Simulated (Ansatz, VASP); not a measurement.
## PbSe in VASP and in Ansatz

```
CELL_PARAMETERS angstrom
0.08175 3.17045 3.17045
3.17045 0.08175 3.17045
3.17045 3.17045 0.08175
ATOMIC_POSITIONS crystal
Pb 0.00000 0.00000 0.00000
Se 0.50000 0.50000 0.50000
```

Change from the starting cell: shear_111 strain +4.0%.

Alike in both runs: task single point; functional r2SCAN; k mesh 8 × 8 × 8; no spin polarisation.

|  | VASP | Ansatz |
| --- | --- | --- |
| version | VASP 6.6.1 | Ansatz 0.2.0 |
| potentials or method | VASP PAW PBE potentials, release 64 (Pb_d, Se) | plane waves, PAW |
| plane-wave cutoff (eV) | 520 | 500 |
| occupations | gaussian, width 0.01 eV | fixed |
| valence electrons in the cell | 20 | 30 |

|  | VASP | Ansatz | Ansatz less VASP |
| --- | --- | --- | --- |
| gap on the k mesh at the Fermi level (eV) | 0.55 | 0.54 | -0.006 |
| pressure (GPa) | -1.9 | -1.9 | +0.01 |
| traceless stress, the component that is largest in VASP (GPa) | -0.51 | -0.51 | 0.000 |

VASP's potentials were made for PBE, not for r2SCAN. VASP's potentials hold 20 valence electrons a cell and Ansatz's 30, so a difference there can come from the potentials and not from the codes.

Neither program's run includes spin-orbit coupling.
